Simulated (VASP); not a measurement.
# CdF2 (P-3m1) in VASP: notebook

The runs below take CdF2 through relaxation of cell and atoms, with r2SCAN.

Program: VASP 6.6.1. These are calculated values, not measurements. Logs are shortened: lines on timing, memory, paths and dates and some standing lists are left out, and cuts for length are marked.

**1. The cell of the first run**

Symmetry: P-3m1, No. 164, trigonal system. Conventional cell: a = 3.190 Å, b = 3.190 Å, c = 5.104 Å, α = 90.00°, β = 90.00°, γ = 120.00°. Cd (site symmetry -3m) has 6 F at 2.24 Å within 3.0 Å. F (site symmetry 3m) has 3 Cd at 2.24 Å within 3.0 Å.

**2. Relaxation of cell and atoms, r2SCAN, target pressure 5 GPa, at which the enthalpy is minimised**

POSCAR reads:

```
CdF2
1.0
    3.1900000000      0.0000000000      0.0000000000
   -1.5950000000      2.7626210381      0.0000000000
    0.0000000000      0.0000000000      5.1040000000
Cd F
1 2
Direct
    0.0000000000      0.0000000000      0.0000000000
    0.3333333333      0.6666666667      0.2500000000
    0.6666666667      0.3333333333      0.7500000000
```

INCAR.step1 reads:

```
SYSTEM = CdF2
ALGO     = Normal         ! electronic algorithm
EDIFF    = 1E-4           ! SCF threshold, eV
ENCUT    = 600            ! plane-wave cutoff, eV
GGA      = PE             ! functional
ISMEAR   = 0              ! smearing method
LASPH    = .True.         ! aspherical terms in the spheres
LCHARG   = .False.        ! write CHGCAR
LREAL    = .False.        ! projectors in reciprocal space
LWAVE    = .True.         ! write WAVECAR
NELM     = 60             ! most SCF steps
PREC     = Accurate       ! precision mode
SIGMA    = 0.01           ! smearing width, eV
```

INCAR.step2 reads:

```
SYSTEM = CdF2
ALGO     = Normal         ! electronic algorithm
EDIFF    = 1E-6           ! SCF threshold, eV
EDIFFG   = -0.02          ! ionic threshold
ENCUT    = 600            ! plane-wave cutoff, eV
IBRION   = 2              ! ionic algorithm
ISIF     = 3              ! what is computed and relaxed
ISMEAR   = 0              ! smearing method
ISTART   = 1            
LASPH    = .True.         ! aspherical terms in the spheres
LCHARG   = .False.        ! write CHGCAR
LMIXTAU  = .True.       
LREAL    = .False.        ! projectors in reciprocal space
LWAVE    = .False.        ! write WAVECAR
METAGGA  = R2SCAN         ! meta-GGA
NELM     = 60             ! most SCF steps
NSW      = 80             ! ionic steps
PREC     = Accurate       ! precision mode
PSTRESS  = 50.0         
SIGMA    = 0.01           ! smearing width, eV
```

KPOINTS reads:

```
k-points
0
Gamma
  5 5 3
  0 0 0
```

Potentials or basis: VASP PAW PBE potentials, release 64 (Cd, F).

The run is started by

```sh
> cat potpaw_PBE.64/Cd/POTCAR potpaw_PBE.64/F/POTCAR > POTCAR
> cp INCAR.step1 INCAR
> mpirun -np 1 vasp_std > vasp.out
> cp INCAR.step2 INCAR
> mpirun -np 1 vasp_std > vasp.out
```

OUTCAR:

```text
SYSTEM = CdF2
   EDIFF = 1E-6
   EDIFFG = -0.02
   ENCUT = 600
   IBRION = 2
   ISIF = 3
   ISMEAR = 0
   ISTART = 1
   LASPH = .True.
   LREAL = .False.
   METAGGA = R2SCAN
   NELM = 60
   NSW = 80
   PREC = Accurate
   PSTRESS = 50.0

 ion  position               nearest neighbor table
   1  0.000  0.000  0.000-   2 2.24   3 2.24   3 2.24   2 2.24   3 2.24   2 2.24
   2  0.333  0.667  0.250-   1 2.24   1 2.24   1 2.24
   3  0.667  0.333  0.750-   1 2.24   1 2.24   1 2.24

  LATTYP: Found a hexagonal cell.
 ALAT       =     3.1900000000
 C/A-ratio  =     1.6000000000

  Lattice vectors:

 A1 = (   3.1900000000,   0.0000000000,   0.0000000000)
 A2 = (  -1.5950000000,   2.7626210381,   0.0000000000)
 A3 = (   0.0000000000,   0.0000000000,   5.1040000000)

Analysis of symmetry for initial positions (statically):
=====================================================================
 Subroutine PRICEL returns:
 Original cell was already a primitive cell.

 Routine SETGRP: Setting up the symmetry group for a
 hexagonal supercell.

 Subroutine GETGRP returns: Found 12 space group operations
 (whereof 12 operations were pure point group operations)
 out of a pool of 24 trial point group operations.

The static configuration has the point symmetry D_3d.

Analysis of symmetry for dynamics (positions and initial velocities):
=====================================================================
 Subroutine PRICEL returns:
 Original cell was already a primitive cell.

 Routine SETGRP: Setting up the symmetry group for a
 hexagonal supercell.

 Subroutine GETGRP returns: Found 12 space group operations
 (whereof 12 operations were pure point group operations)
 out of a pool of 24 trial point group operations.

The dynamic configuration has the point symmetry D_3d.

 Subroutine INISYM returns: Found 12 space group operations
 (whereof 12 operations are pure point group operations),
 and found     1 'primitive' translations

----------------------------------------------------------------------------------------

                                     Primitive cell

  volume of cell :      44.9803

  direct lattice vectors                    reciprocal lattice vectors
     3.190000000  0.000000000  0.000000000     0.313479624  0.180987545  0.000000000
    -1.595000000  2.762621038  0.000000000     0.000000000  0.361975090  0.000000000
     0.000000000  0.000000000  5.104000000     0.000000000  0.000000000  0.195924765

  length of vectors
     3.190000000  3.190000000  5.104000000     0.361975090  0.361975090  0.195924765

  position of ions in fractional coordinates (direct lattice)
     0.000000000  0.000000000  0.000000000
     0.333333333  0.666666667  0.250000000
     0.666666667  0.333333333  0.750000000

  ion indices of the primitive-cell ions
   primitive index   ion index
                 1           1
                 2           2
                 3           3

----------------------------------------------------------------------------------------

 KPOINTS: k-points

Automatic generation of k-mesh.
 Grid dimensions read from file:
 generate k-points for:    5    5    3

 Generating k-lattice:

  Cartesian coordinates                     Fractional coordinates (reciprocal lattice)
     0.062695925  0.036197509  0.000000000     0.200000000  0.000000000  0.000000000
     0.000000000  0.072395018  0.000000000     0.000000000  0.200000000  0.000000000
     0.000000000  0.000000000  0.065308255     0.000000000  0.000000000  0.333333333

  Length of vectors
     0.072395018  0.072395018  0.065308255

  Shift w.r.t. Gamma in fractional coordinates (k-lattice)
     0.000000000  0.000000000  0.000000000

 Subroutine IBZKPT returns following result:
 ===========================================

 Found     12 irreducible k-points:

 Following reciprocal coordinates:
            Coordinates               Weight
  0.000000  0.000000  0.000000      1.000000
  0.200000 -0.000000  0.000000      6.000000
  0.400000 -0.000000  0.000000      6.000000
  0.200000  0.200000  0.000000      6.000000
  0.400000  0.200000  0.000000      6.000000
  0.000000  0.000000  0.333333      2.000000
  0.200000 -0.000000  0.333333      6.000000
  0.000000  0.200000  0.333333      6.000000
  0.400000 -0.000000  0.333333      6.000000
  0.000000  0.400000  0.333333      6.000000
  0.200000  0.200000  0.333333     12.000000
  0.400000  0.200000  0.333333     12.000000
   k-points           NKPTS =     12   k-points in BZ     NKDIM =     12   number of bands    NBANDS=     17
   number of dos      NEDOS =    301   number of ions     NIONS =      3
   total plane-waves  NPLWV =  32928
   dimension x,y,z NGX =    28 NGY =   28 NGZ =   42
   dimension x,y,z NGXF=    56 NGYF=   56 NGZF=   84
   ions per type =               1   2
   NGX,Y,Z   is equivalent  to a cutoff of  14.59, 14.59, 13.68 a.u.
   NGXF,Y,Z  is equivalent  to a cutoff of  29.18, 29.18, 27.36 a.u.
 SYSTEM =  CdF2
   PREC   = accura    normal or accurate (medium, high low for compatibility)
   ISTART =      1    job   : 0-new  1-cont  2-samecut
   ICHARG =      0    charge: 1-file 2-atom 10-const
   ISPIN  =      1    spin polarized calculation?
   LNONCOLLINEAR =      F non collinear calculations
   LSORBIT =      F    spin-orbit coupling
   LASPH  =      T    aspherical Exc in radial PAW
   ENCUT  =  600.0 eV  44.10 Ry    6.64 a.u.   6.37  6.37 10.19*2*pi/ulx,y,z
   NELM   =     60;   NELMIN=  2; NELMDL=  0     # of ELM steps
   EDIFF  = 0.1E-05   stopping-criterion for ELM
   LREAL  =      F    real-space projection
   EDIFFG = -.2E-01   stopping-criterion for IOM
   NSW    =     80    number of steps for IOM
   IBRION =      2    ionic relax: 0-MD 1-quasi-New 2-CG
   NFREE  =      1    steps in history (QN), initial steepest desc. (CG)
   ISIF   =      3    stress and relaxation
   ISYM   =      2    0-nonsym 1-usesym 2-fastsym
   POTIM  = 0.5000    time-step for ionic-motion
   TEBEG  =    0.0;   TEEND  =   0.0 temperature during run
   PSTRESS=   50.0 pullay stress
   NELECT =      26.0000    total number of electrons
   NUPDOWN=      -1.0000    fix difference up-down
   EMIN   =  10.00;   EMAX   =-10.00  energy-range for DOS
   EFERMI =   0.00;   METHOD = LEGACY
   ISMEAR =     0;   SIGMA  =   0.01  broadening in eV -4-tet -1-fermi 0-gaus
   EFERMI_NEDOS =   21; number of points for ismear=-14 and -15
   IALGO  =     38    algorithm
   IMIX   =      4    mixing-type and parameters
     AMIX     =   0.40;   BMIX     =  1.00
     AMIX_MAG =   1.60;   BMIX_MAG =  1.00
  volume/ion in A,a.u.               =      14.99       101.18
  Fermi-wavevector in a.u.,A,eV,Ry     =   1.363720  2.577056 25.303176  1.859731
  Thomas-Fermi vector in A             =   2.490098
   LORBIT       =      0    0 simple, 1 ext, 2 COOP (PROOUT), +10 PAW based schemes
   METAGGA = R2SCAN    functional components
   LHFCALC =     F    Hartree Fock is set to
   AEXX    =    0.0000 exact exchange contribution
   IVDW    =     0    specifies the selected vdW correction
   LEPSILON=     F    determine dielectric tensor
   LRPA    =     F    only Hartree local field effects (RPA)
 conjugate gradient relaxation of ions
 non-spin polarized calculation
 Gauss-broadening in eV      SIGMA  =   0.01
  energy-cutoff  :      600.00
  volume of cell :       44.98
 maximum number of plane-waves:      1514
 NGX is ok and might be reduce to    28
   NGX = 13   NGY = 13   NGZ = 21

--------------------------------------- Ionic step        1  -------------------------------------------

 number of electron      25.9999990 magnetization

 Free energy of the ion-electron system (eV)
  ---------------------------------------------------
  ext. energy  EPLUGINS =         0.00000000
  ---------------------------------------------------
  free energy    TOTEN  =       -32.86812626 eV

  energy without entropy =      -32.86812626  energy(sigma->0) =      -32.86812626

------------------------ aborting loop because EDIFF is reached ----------------------------------------

  FORCE on cell =-STRESS in cart. coord.  units (eV):
  Direction    XX          YY          ZZ          XY          YZ          ZX
  --------------------------------------------------------------------------------------
  -------------------------------------------------------------------------------------
  Total        2.5256634      2.5256634     -1.6809822      0.0000000     -0.0000000      0.0000000
  in kB       89.9628888     89.9628888    -59.8757582      0.0000000     -0.0000000      0.0000000
  external PRESSURE =      -9.9833269 kB  Pullay stress =      50.0000000 kB
[... 96 lines left out ...]
  FREE ENERGIE OF THE ION-ELECTRON SYSTEM (eV)
  ---------------------------------------------------
  free  energy   TOTEN  =       -33.1833539674 eV

  energy  without entropy=      -33.1833539674  energy(sigma->0) =      -33.18335397

  enthalpy is  TOTEN    =       -31.8511846805 eV   P V=        1.3321692869

[... ionic steps 4 to 15 ...]

--------------------------------------- Ionic step       16  -------------------------------------------

 number of electron      25.9999987 magnetization

------------------------ aborting loop because EDIFF is reached ----------------------------------------

  FORCE on cell =-STRESS in cart. coord.  units (eV):
  Direction    XX          YY          ZZ          XY          YZ          ZX
  --------------------------------------------------------------------------------------
  -------------------------------------------------------------------------------------
  Total        1.3605354      1.3605354      1.1942026      0.0000000     -0.0000000      0.0000000
  in kB       56.3605747     56.3605747     49.4701915      0.0000000     -0.0000000      0.0000000
  external PRESSURE =       4.0637803 kB  Pullay stress =      50.0000000 kB
[... 63 lines left out ...]
  enthalpy is  TOTEN    =       -32.0501461635 eV   P V=        1.1993810458

--------------------------------------- Ionic step       18  -------------------------------------------

 number of electron      25.9999985 magnetization

 Free energy of the ion-electron system (eV)
  ---------------------------------------------------
  ext. energy  EPLUGINS =         0.00000000
  ---------------------------------------------------
  free energy    TOTEN  =       -33.25540561 eV

  energy without entropy =      -33.25540561  energy(sigma->0) =      -33.25540561

 E-fermi :  -1.5528     XC(G=0): -11.1768

 val. band max:       -1.6176130616   @ k =   0.4000  -0.0000   0.0000
 cond. band min:       1.7971919003   @ k =   0.0000   0.0000   0.0000
 fundamental gap:      3.4148049618
 Fermi energy:        -1.5528077925

 k-point     1 :       0.0000    0.0000    0.0000
  band No.  band energies     occupation
      1     -23.7345      2.00000
      2     -22.7427      2.00000
      3      -7.5846      2.00000
      4      -7.5846      2.00000
      5      -7.3047      2.00000
      6      -6.3045      2.00000
[... 9 lines left out ...]
     16      13.9664      0.00000
     17      13.9664      0.00000
[... 248 lines left out ...]
  FREE ENERGIE OF THE ION-ELECTRON SYSTEM (eV)
  ---------------------------------------------------
  free  energy   TOTEN  =       -33.2554056139 eV

  energy  without entropy=      -33.2554056139  energy(sigma->0) =      -33.25540561

  enthalpy is  TOTEN    =       -32.0513871841 eV   P V=        1.2040184298

 reached required accuracy - stopping structural energy minimisation
```

Wall time 6.6 min (1 thread of Intel Xeon 6975P-C (Granite Rapids), shared host); peak memory 0.2 GiB.

Results:

| Item | Value |
| --- | --- |
| Free energy | -33.2554 eV |
| Relaxed volume | 12.86 Å³/atom |
| Relaxed cell | a = 3.507 Å, b = 3.507 Å, c = 3.622 Å, α = 90.00°, β = 90.00°, γ = 120.00° |
| Space group after relaxing (to 0.05 Å) | P-3m1 (No. 164) |
| Energy change on relaxing (the enthalpy is what falls) | -129.1 meV/atom |
| Ionic steps | 18 |
| Pressure after relaxing | 5.1 GPa |
| Largest force after relaxing | 0.005 eV/Å |
| Band gap on the k mesh | 3.41 eV, indirect (least direct gap 3.84 eV) |

Forces in eV/Å, atoms in the order of the input:
```
Cd   0.000  0.000  0.000
F    0.000  0.000 -0.005
F    0.000  0.000  0.005
```

The path:
```tsv
step	energy change (eV)	largest force (eV/Å)	pressure (GPa)	volume (Å³)
1	0.0000	0.5616	4.00	44.98
2	-0.1685	0.1218	6.24	44.31
3	-0.3152	0.5559	9.78	42.69
4	-0.1153	1.3082	13.25	37.93
5	-0.3088	0.9612	11.43	40.53
6	-0.4055	0.3289	0.30	42.47
7	-0.4020	0.5377	4.12	41.75
8	-0.4120	0.4652	4.14	41.41
9	-0.4246	0.2256	4.25	40.43
10	-0.3562	0.3744	4.92	38.51
11	-0.4132	0.0074	4.46	39.63
12	-0.4103	0.0212	4.48	39.53
13	-0.3996	0.0239	5.39	39.11
14	-0.3912	0.0554	6.02	38.83
15	-0.3911	0.0456	5.87	38.79
16	-0.3897	0.0166	5.41	38.68
17	-0.3814	0.0376	4.51	38.43
18	-0.3873	0.0053	5.06	38.58
```

Final structure:
```cif
data_structure
_symmetry_space_group_name_H-M 'P 1'
_symmetry_Int_Tables_number 1
_cell_length_a 3.5069
_cell_length_b 3.5069
_cell_length_c 3.6224
_cell_angle_alpha 90.000
_cell_angle_beta 90.000
_cell_angle_gamma 120.000
_cell_volume 38.58
loop_
_atom_site_label
_atom_site_type_symbol
_atom_site_fract_x
_atom_site_fract_y
_atom_site_fract_z
_atom_site_occupancy
Cd1 Cd 0.00000 0.00000 0.00000 1
F1 F 0.33333 0.66667 0.26272 1
F2 F 0.66667 0.33333 0.73728 1
```

Caveat: the k points lie up to 0.58 Å⁻¹ apart in the final cell; the cell is relaxed towards a set pressure, so the enthalpy falls and the energy may rise; the PAW data sets were made with another functional, which shifts forces and pressure a little.

**3. Relaxation of cell and atoms, r2SCAN, target pressure 10 GPa, at which the enthalpy is minimised**

POSCAR is that of step 2.

INCAR.step1 reads:

```
SYSTEM = CdF2
PREC     = Accurate       ! precision mode
ENCUT    = 600            ! plane-wave cutoff, eV
ISMEAR   = 0              ! smearing method
SIGMA    = 0.01           ! smearing width, eV
LREAL    = .FALSE.        ! projectors in reciprocal space
LASPH    = .TRUE.         ! aspherical terms in the spheres
NELM     = 100            ! most SCF steps
GGA      = PE             ! functional
ALGO     = Normal         ! electronic algorithm
EDIFF    = 1E-4           ! SCF threshold, eV
LWAVE    = .TRUE.         ! write WAVECAR
LCHARG   = .FALSE.        ! write CHGCAR
```

INCAR.step2 reads:

```
SYSTEM = CdF2
PREC     = Accurate       ! precision mode
ENCUT    = 600            ! plane-wave cutoff, eV
EDIFF    = 1E-6           ! SCF threshold, eV
ISMEAR   = 0              ! smearing method
SIGMA    = 0.01           ! smearing width, eV
LREAL    = .FALSE.        ! projectors in reciprocal space
LASPH    = .TRUE.         ! aspherical terms in the spheres
NELM     = 100            ! most SCF steps
ALGO     = Normal         ! electronic algorithm
ISIF     = 3              ! what is computed and relaxed
LWAVE    = .FALSE.        ! write WAVECAR
LCHARG   = .FALSE.        ! write CHGCAR
METAGGA  = R2SCAN         ! meta-GGA
LMIXTAU  = .TRUE.       
IBRION   = 2              ! ionic algorithm
NSW      = 80             ! ionic steps
EDIFFG   = -0.02          ! ionic threshold
PSTRESS  = 100.0        
ISTART   = 1
```

KPOINTS reads:

```
Automatic mesh
0
G
  5 5 3
  0 0 0
```

Potentials or basis: VASP PAW PBE potentials, release 64 (Cd, F).

The run is started by

```sh
> cat potpaw_PBE.64/Cd/POTCAR potpaw_PBE.64/F/POTCAR > POTCAR
> cp INCAR.step1 INCAR
> mpirun -np 1 vasp_std > vasp.out
> cp INCAR.step2 INCAR
> mpirun -np 1 vasp_std > vasp.out
```

It took 7.9 min on 1 thread of Intel Xeon 6975P-C (Granite Rapids), shared host; peak memory 0.2 GiB.

It converged, with:

```
Free energy                                            : -33.1354 eV
Relaxed volume                                         : 11.99 Å³/atom
Relaxed cell                                           : a = 3.495 Å, b = 3.495 Å, c = 3.401 Å, α = 90.00°, β = 90.00°, γ = 120.00°
Space group after relaxing (to 0.05 Å)                 : P-3m1 (No. 164)
Energy change on relaxing (the enthalpy is what falls) : -89.1 meV/atom
Ionic steps                                            : 24
Pressure after relaxing                                : 10.2 GPa
Largest force after relaxing                           : 0.019 eV/Å
Band gap on the k mesh                                 : 3.31 eV, indirect (least direct gap 3.91 eV)
```

Forces on the atoms (eV/Å):
```
Cd   0.000  0.000  0.000
F    0.000  0.000 -0.019
F    0.000  0.000  0.019
```

Stress tensor (GPa, compression positive):
```
10.26  0.00  0.00
 0.00 10.26  0.00
 0.00  0.00  9.94
```

The path:
```tsv
step	energy change (eV)	largest force (eV/Å)	pressure (GPa)	volume (Å³)
1	0.0000	0.5616	4.00	44.98
2	0.0243	0.6266	15.75	41.36
3	0.0403	0.7297	16.91	41.07
4	-0.1167	0.6495	14.73	40.98
5	-0.3817	0.4194	8.43	40.03
6	0.4947	0.1203	0.04	34.62
7	-0.3919	0.4137	7.14	39.58
8	-0.3826	0.3640	5.66	39.12
9	-0.3160	0.4307	8.66	37.38
10	-0.2452	0.4679	11.38	36.09
11	-0.2511	0.2051	9.48	35.93
12	-0.2484	0.1102	8.82	35.87
13	-0.2203	0.0616	10.90	35.33
14	-0.2183	0.0589	11.03	35.29
15	-0.2349	0.0416	10.07	35.51
16	-0.2409	0.0843	9.68	35.61
17	-0.2414	0.0676	10.39	35.59
18	-0.2405	0.0536	10.97	35.57
19	-0.2410	0.0597	10.74	35.58
20	-0.2637	0.0662	9.87	35.92
21	-0.2664	0.0669	9.76	35.97
22	-0.2674	0.0131	10.21	35.98
23	-0.2674	0.0115	10.19	35.98
24	-0.2673	0.0195	10.15	35.97
```

Final structure:
```yaml
crystal:
  lattice:
    - [3.49508, 0.00000, 0.00000]
    - [-1.74754, 3.02683, 0.00000]
    - [0.00000, 0.00000, 3.40058]
  atoms:
    - { symbol: Cd, position: [0.00000, 0.00000, 0.00000] }
    - { symbol: F, position: [0.33333, 0.66667, 0.27357] }
    - { symbol: F, position: [0.66667, 0.33333, 0.72643] }
```

Levels at points of the mesh, in eV from the valence-band top:
| k point | band 9 | band 10 | band 11 | band 12 | band 13 | band 14 | band 15 | band 16 | band 17 |
| --- | --- | --- | --- | --- | --- | --- | --- | --- | --- |
| (0.00, 0.00, 0.00) | -1.55 | -1.55 | -0.65 | -0.60 | -0.60 | 3.31 | 12.06 | 15.45 | 15.45 |

Caveat: the k points lie up to 0.62 Å⁻¹ apart in the final cell; the cell is relaxed towards a set pressure, so the enthalpy falls and the energy may rise; the volume moved by over 15 % at a fixed basis, so the end points are rough; the PAW data sets were made with another functional, which shifts forces and pressure a little.

(Continued in part 2 of 2.)
